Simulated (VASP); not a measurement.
# Sb3Au (P4/mmm) in VASP: relaxation of volume and atoms at fixed shape with LDA

Aim: the relaxation of volume and atoms at fixed shape of Sb3Au with LDA.

Everything below comes from runs of VASP 6.6.1. Logs are shortened: lines on timing, memory, paths and dates and some standing lists are left out, and cuts for length are marked.

## Step 1: The cell of the first run

Symmetry: P4/mmm, No. 123, tetragonal system. Conventional cell: a = 3.063 Å, b = 3.063 Å, c = 11.815 Å, α = 90.00°, β = 90.00°, γ = 90.00°. Sb (site symmetry 4mm) has 1 Au at 2.73 Å and 5 Sb at 3.06 to 3.18 Å within 3.6 Å. Within 4.0 Å of Sb (site symmetry 4/mmm) lie 6 Sb at 3.06 to 3.18 Å. Within 3.6 Å of Au (site symmetry 4/mmm) lie 2 Sb at 2.73 Å and 4 Au at 3.06 Å.

## Step 2: Relaxation of volume and atoms at fixed shape, LDA

Contents of INCAR:

```
SYSTEM = Sb3Au
PREC = Accurate
ENCUT = 500
EDIFF = 1E-7
ISMEAR = -1
SIGMA = 0.1
LREAL = .False.
LASPH = .True.
NELM = 120
ALGO = Normal
ISIF = 8
LWAVE = .False.
LCHARG = .False.
IBRION = 2
NSW = 80
EDIFFG = -0.03
GGA_COMPAT = .False.
NELMIN = 4
```

Contents of KPOINTS:

```
Automatic mesh
0
Gamma
  7 7 2
  0 0 0
```

Contents of POSCAR:

```
Sb3Au
1.0
    3.0631950000      0.0000000000      0.0000000000
    0.0000000000      3.0631950000      0.0000000000
    0.0000000000      0.0000000000     11.8151350000
Sb Au
3 1
Direct
    0.0000000000      0.0000000000      0.2312210000
    0.0000000000      0.0000000000      0.5000000000
    0.0000000000      0.0000000000      0.7687790000
    0.0000000000      0.0000000000      0.0000000000
```

Potentials or basis: VASP PAW LDA potentials, release 64 (Sb_d_GW, Au_sv_GW).

Launch:

```console
$ cat potpaw_LDA.64/Sb_d_GW/POTCAR potpaw_LDA.64/Au_sv_GW/POTCAR > POTCAR
$ mpirun -np 1 vasp_std > vasp.out
```

OUTCAR:

```text
SYSTEM = Sb3Au
   PREC = Accurate
   ENCUT = 500
   EDIFF = 1E-7
   ISMEAR = -1
   LREAL = .False.
   LASPH = .True.
   NELM = 120
   ISIF = 8
   IBRION = 2
   NSW = 80
   EDIFFG = -0.03
   NELMIN = 4

 ion  position               nearest neighbor table
   1  0.000  0.000  0.231-   4 2.73   2 3.18
   2  0.000  0.000  0.500-   1 3.18   3 3.18
   3  0.000  0.000  0.769-   4 2.73   2 3.18
   4  0.000  0.000  0.000-   1 2.73   3 2.73

  LATTYP: Found a simple tetragonal cell.
 ALAT       =     3.0631950000
 C/A-ratio  =     3.8571279334

  Lattice vectors:

 A1 = (   3.0631950000,   0.0000000000,   0.0000000000)
 A2 = (   0.0000000000,   3.0631950000,   0.0000000000)
 A3 = (   0.0000000000,   0.0000000000,  11.8151350000)

Analysis of symmetry for initial positions (statically):
=====================================================================
 Subroutine PRICEL returns:
 Original cell was already a primitive cell.

 Routine SETGRP: Setting up the symmetry group for a
 simple tetragonal supercell.

 Subroutine GETGRP returns: Found 16 space group operations
 (whereof 16 operations were pure point group operations)
 out of a pool of 16 trial point group operations.

The static configuration has the point symmetry D_4h.

Analysis of symmetry for dynamics (positions and initial velocities):
=====================================================================
 Subroutine PRICEL returns:
 Original cell was already a primitive cell.

 Routine SETGRP: Setting up the symmetry group for a
 simple tetragonal supercell.

 Subroutine GETGRP returns: Found 16 space group operations
 (whereof 16 operations were pure point group operations)
 out of a pool of 16 trial point group operations.

The dynamic configuration has the point symmetry D_4h.

 Subroutine INISYM returns: Found 16 space group operations
 (whereof 16 operations are pure point group operations),
 and found     1 'primitive' translations

----------------------------------------------------------------------------------------

                                     Primitive cell

  volume of cell :     110.8633

  direct lattice vectors                    reciprocal lattice vectors
     3.063195000  0.000000000  0.000000000     0.326456527  0.000000000  0.000000000
     0.000000000  3.063195000  0.000000000     0.000000000  0.326456527  0.000000000
     0.000000000  0.000000000 11.815135000     0.000000000  0.000000000  0.084637205

  length of vectors
     3.063195000  3.063195000 11.815135000     0.326456527  0.326456527  0.084637205

  position of ions in fractional coordinates (direct lattice)
     0.000000000  0.000000000  0.231221000
     0.000000000  0.000000000  0.500000000
     0.000000000  0.000000000  0.768779000
     0.000000000  0.000000000  0.000000000

  ion indices of the primitive-cell ions
   primitive index   ion index
                 1           1
                 2           2
                 3           3
                 4           4

----------------------------------------------------------------------------------------

 KPOINTS: Automatic mesh

Automatic generation of k-mesh.
 Grid dimensions read from file:
 generate k-points for:    7    7    2

 Generating k-lattice:

  Cartesian coordinates                     Fractional coordinates (reciprocal lattice)
     0.046636647  0.000000000  0.000000000     0.142857143  0.000000000  0.000000000
     0.000000000  0.046636647  0.000000000     0.000000000  0.142857143  0.000000000
     0.000000000  0.000000000  0.042318602     0.000000000  0.000000000  0.500000000

  Length of vectors
     0.046636647  0.046636647  0.042318602

  Shift w.r.t. Gamma in fractional coordinates (k-lattice)
     0.000000000  0.000000000  0.000000000

 Subroutine IBZKPT returns following result:
 ===========================================

 Found     20 irreducible k-points:

 Following reciprocal coordinates:
            Coordinates               Weight
  0.000000  0.000000  0.000000      1.000000
  0.142857  0.000000  0.000000      4.000000
  0.285714  0.000000  0.000000      4.000000
  0.428571  0.000000  0.000000      4.000000
  0.142857  0.142857  0.000000      4.000000
  0.285714  0.142857  0.000000      8.000000
[... 12 lines left out ...]
  0.428571  0.285714  0.500000      8.000000
  0.428571  0.428571  0.500000      4.000000
   k-points           NKPTS =     20   k-points in BZ     NKDIM =     20   number of bands    NBANDS=     38
   number of dos      NEDOS =    301   number of ions     NIONS =      4
   total plane-waves  NPLWV =  51840
   dimension x,y,z NGX =    24 NGY =   24 NGZ =   90
   dimension x,y,z NGXF=    48 NGYF=   48 NGZF=  180
   ions per type =               3   1
   NGX,Y,Z   is equivalent  to a cutoff of  13.03, 13.03, 12.66 a.u.
   NGXF,Y,Z  is equivalent  to a cutoff of  26.05, 26.05, 25.33 a.u.
 SYSTEM =  Sb3Au
   PREC   = accura    normal or accurate (medium, high low for compatibility)
   ISTART =      0    job   : 0-new  1-cont  2-samecut
   ICHARG =      2    charge: 1-file 2-atom 10-const
   ISPIN  =      1    spin polarized calculation?
   LNONCOLLINEAR =      F non collinear calculations
   LSORBIT =      F    spin-orbit coupling
   LASPH  =      T    aspherical Exc in radial PAW
   ENCUT  =  500.0 eV  36.75 Ry    6.06 a.u.   5.58  5.58 21.54*2*pi/ulx,y,z
   NELM   =    120;   NELMIN=  4; NELMDL= -5     # of ELM steps
   EDIFF  = 0.1E-06   stopping-criterion for ELM
   LREAL  =      F    real-space projection
   EDIFFG = -.3E-01   stopping-criterion for IOM
   NSW    =     80    number of steps for IOM
   IBRION =      2    ionic relax: 0-MD 1-quasi-New 2-CG
   NFREE  =      1    steps in history (QN), initial steepest desc. (CG)
   ISIF   =      8    stress and relaxation
   ISYM   =      2    0-nonsym 1-usesym 2-fastsym
   POTIM  = 0.5000    time-step for ionic-motion
   TEBEG  =    0.0;   TEEND  =   0.0 temperature during run
   PSTRESS=    0.0 pullay stress
   NELECT =      64.0000    total number of electrons
   NUPDOWN=      -1.0000    fix difference up-down
   EMIN   =  10.00;   EMAX   =-10.00  energy-range for DOS
   EFERMI =   0.00;   METHOD = LEGACY
   ISMEAR =    -1;   SIGMA  =   0.10  broadening in eV -4-tet -1-fermi 0-gaus
   EFERMI_NEDOS =   21; number of points for ismear=-14 and -15
   IALGO  =     38    algorithm
   IMIX   =      4    mixing-type and parameters
     AMIX     =   0.40;   BMIX     =  1.00
     AMIX_MAG =   1.60;   BMIX_MAG =  1.00
  volume/ion in A,a.u.               =      27.72       187.04
  Fermi-wavevector in a.u.,A,eV,Ry     =   1.363135  2.575951 25.281485  1.858137
  Thomas-Fermi vector in A             =   2.489564
   LORBIT       =      0    0 simple, 1 ext, 2 COOP (PROOUT), +10 PAW based schemes
   GGA     = CA    functional components
   LHFCALC =     F    Hartree Fock is set to
   AEXX    =    0.0000 exact exchange contribution
   IVDW    =     0    specifies the selected vdW correction
   LEPSILON=     F    determine dielectric tensor
   LRPA    =     F    only Hartree local field effects (RPA)
 conjugate gradient relaxation of ions
 non-spin polarized calculation
  energy-cutoff  :      500.00
  volume of cell :      110.86
 maximum number of plane-waves:      2860
 NGX is ok and might be reduce to    24
   NGX = 11   NGY = 11   NGZ = 43

--------------------------------------- Ionic step        1  -------------------------------------------

 number of electron      64.0000026 magnetization

 Free energy of the ion-electron system (eV)
  ---------------------------------------------------
  ext. energy  EPLUGINS =         0.00000000
  ---------------------------------------------------
  free energy    TOTEN  =       -17.87058362 eV

  energy without entropy =      -17.80693276  energy(sigma->0) =      -17.83875819

 E-fermi :   4.8622     XC(G=0): -10.5986

 val. band max:        4.8609633421   @ k =   0.2857   0.2857   0.5000
 cond. band min:       5.1242661012   @ k =   0.2857   0.2857   0.5000
 fundamental gap:      0.2633027591
 Fermi energy:         4.8621866992

 k-point     1 :       0.0000    0.0000    0.0000
  band No.  band energies     occupation
      1     -99.7753      2.00000
      2     -51.5728      2.00000
      3     -51.2587      2.00000
      4     -51.2587      2.00000
      5     -24.1098      2.00000
      6     -24.1097      2.00000
[... 30 lines left out ...]
     37       9.9417      0.00000
     38      12.5077      0.00000

 k-point     2 :       0.1429    0.0000    0.0000
  band No.  band energies     occupation
      1     -99.7750      2.00000
      2     -51.5720      2.00000
      3     -51.2691      2.00000
      4     -51.2581      2.00000
      5     -24.0873      2.00000
      6     -24.0866      2.00000
[... 925 lines left out ...]
  FORCE on cell =-STRESS in cart. coord.  units (eV):
  Direction    XX          YY          ZZ          XY          YZ          ZX
  --------------------------------------------------------------------------------------
  -------------------------------------------------------------------------------------
  Total        0.1683099      0.1683099     -0.1994100      0.0000000      0.0000000      0.0000000
  in kB        2.6396274      2.6396274     -3.1273738      0.0000000      0.0000000      0.0000000
  external PRESSURE =       0.7172937 kB  Pullay stress =       0.0000000 kB

 VOLUME and BASIS-vectors are now :
 -----------------------------------------------------------------------------
  energy-cutoff  :      500.00
  volume of cell :      102.16
      direct lattice vectors                 reciprocal lattice vectors
     2.980834715  0.000000000  0.000000000     0.335476501  0.000000000  0.000000000
     0.000000000  2.980834715  0.000000000     0.000000000  0.335476501  0.000000000
     0.000000000  0.000000000 11.497460844     0.000000000  0.000000000  0.086975726

 POSITION                                       TOTAL-FORCE (eV/Angst)
 -----------------------------------------------------------------------------------
      0.00000      0.00000      2.65976         0.000000      0.000000      0.083341
      0.00000      0.00000      5.74873        -0.000000     -0.000000     -0.000000
      0.00000      2.98083      8.83770        -0.000000      0.000000     -0.083341
      0.00000      0.00000     11.49746        -0.000000     -0.000000     -0.000000
 -----------------------------------------------------------------------------------
    total drift:                                0.000000      0.000000     -0.000000

  FREE ENERGIE OF THE ION-ELECTRON SYSTEM (eV)
  ---------------------------------------------------
  free  energy   TOTEN  =       -18.0255726933 eV

  energy  without entropy=      -17.9646907444  energy(sigma->0) =      -17.99513172

--------------------------------------- Ionic step        6  -------------------------------------------

 number of electron      63.9999999 magnetization

 Free energy of the ion-electron system (eV)
  ---------------------------------------------------
  ext. energy  EPLUGINS =         0.00000000
  ---------------------------------------------------
  free energy    TOTEN  =       -18.02645761 eV

  energy without entropy =      -17.96648148  energy(sigma->0) =      -17.99646955

 E-fermi :   5.8149     XC(G=0): -11.0138

 val. band max:        5.7960474001   @ k =   0.2857   0.2857   0.5000
 cond. band min:       5.8685253619   @ k =   0.4286   0.4286   0.5000
 fundamental gap:      0.0724779618
 Fermi energy:         5.8149468173

 k-point     1 :       0.0000    0.0000    0.0000
  band No.  band energies     occupation
      1     -99.1198      2.00000
      2     -50.9322      2.00000
      3     -50.5855      2.00000
      4     -50.5855      2.00000
      5     -23.2951      2.00000
      6     -23.2950      2.00000
[... 30 lines left out ...]
     37      11.3419      0.00000
     38      13.6608      0.00000

 k-point     2 :       0.1429    0.0000    0.0000
  band No.  band energies     occupation
      1     -99.1194      2.00000
      2     -50.9310      2.00000
      3     -50.6002      2.00000
      4     -50.5845      2.00000
      5     -23.2664      2.00000
      6     -23.2651      2.00000
[... 773 lines left out ...]
  FORCE on cell =-STRESS in cart. coord.  units (eV):
  Direction    XX          YY          ZZ          XY          YZ          ZX
  --------------------------------------------------------------------------------------
  -------------------------------------------------------------------------------------
  Total        0.2588577      0.2588577     -0.3390554      0.0000000      0.0000000     -0.0000000
  in kB        4.0664866      4.0664866     -5.3263409      0.0000000      0.0000000     -0.0000000
  external PRESSURE =       0.9355441 kB  Pullay stress =       0.0000000 kB

 VOLUME and BASIS-vectors are now :
 -----------------------------------------------------------------------------
  energy-cutoff  :      500.00
  volume of cell :      101.99
      direct lattice vectors                 reciprocal lattice vectors
     2.979175578  0.000000000  0.000000000     0.335663332  0.000000000  0.000000000
     0.000000000  2.979175578  0.000000000     0.000000000  0.335663332  0.000000000
     0.000000000  0.000000000 11.491061339     0.000000000  0.000000000  0.087024163

 POSITION                                       TOTAL-FORCE (eV/Angst)
 -----------------------------------------------------------------------------------
      2.97918      0.00000      2.66969         0.000000      0.000000      0.004189
      2.97918      0.00000      5.74553         0.000000     -0.000000      0.000000
      0.00000      0.00000      8.82137        -0.000000      0.000000     -0.004189
      2.97918      0.00000      0.00000         0.000000     -0.000000      0.000000
 -----------------------------------------------------------------------------------
    total drift:                                0.000000     -0.000000     -0.000000

  FREE ENERGIE OF THE ION-ELECTRON SYSTEM (eV)
  ---------------------------------------------------
  free  energy   TOTEN  =       -18.0264576123 eV

  energy  without entropy=      -17.9664814847  energy(sigma->0) =      -17.99646955

 reached required accuracy - stopping structural energy minimisation
```

Wall time 8.4 min (1 thread of Intel Xeon Platinum 8259CL at 2.50GHz (Skylake/Cascade Lake), shared host); peak memory 0.25 GiB.

Results:

* Free energy: -18.0265 eV
* Relaxed volume: 25.50 Å³/atom
* Relaxed cell: a = 2.979 Å, b = 2.979 Å, c = 11.491 Å, α = 90.00°, β = 90.00°, γ = 90.00°
* Space group after relaxing (to 0.1 Å): P4/mmm (No. 123)
* Energy gained by relaxing: 39.0 meV/atom
* Ionic steps: 6
* Pressure after relaxing: 0.1 GPa
* Largest force after relaxing: 0.004 eV/Å
* Band gap on the k mesh: zero (bands 32 and 33 overlap by 5.51 eV)

Forces on the atoms (eV/Å):
```
Sb   0.000  0.000  0.004
Sb   0.000  0.000  0.000
Sb   0.000  0.000 -0.004
Au   0.000  0.000  0.000
```

Stress tensor (GPa, compression positive):
```
 0.41  0.00  0.00
 0.00  0.41  0.00
 0.00  0.00 -0.53
```

Step by step:
```tsv
step	energy change (eV)	largest force (eV/Å)	pressure (GPa)	volume (Å³)
1	0.0000	0.1429	-5.35	110.86
2	-0.0649	0.3679	5.25	96.67
3	-0.1540	0.1151	-0.07	102.40
4	-0.1540	0.1194	0.07	102.24
5	-0.1550	0.0833	0.07	102.16
6	-0.1559	0.0042	0.09	101.99
```

Final structure:
```xyz
4
Lattice="2.9792 0.0000 0.0000 0.0000 2.9792 0.0000 0.0000 0.0000 11.4911" Properties=species:S:1:pos:R:3 pbc="T T T"
Sb    2.9792    0.0000    2.6697
Sb    2.9792    0.0000    5.7455
Sb    0.0000    0.0000    8.8214
Au    2.9792    0.0000    0.0000
```

Levels at points of the mesh, in eV from the Fermi level:
| k point | band 30 | band 31 | band 32 | band 33 | band 34 | band 35 |
| --- | --- | --- | --- | --- | --- | --- |
| (0.00, 0.00, 0.00) | -0.11 | 1.22 | 4.14 | 4.14 | 5.01 | 5.01 |
| (0.00, 0.00, 0.50) | -2.29 | 3.59 | 4.26 | 4.26 | 4.71 | 4.71 |

Caveat: spin-orbit coupling is left out, which moves the levels of the heavy elements.
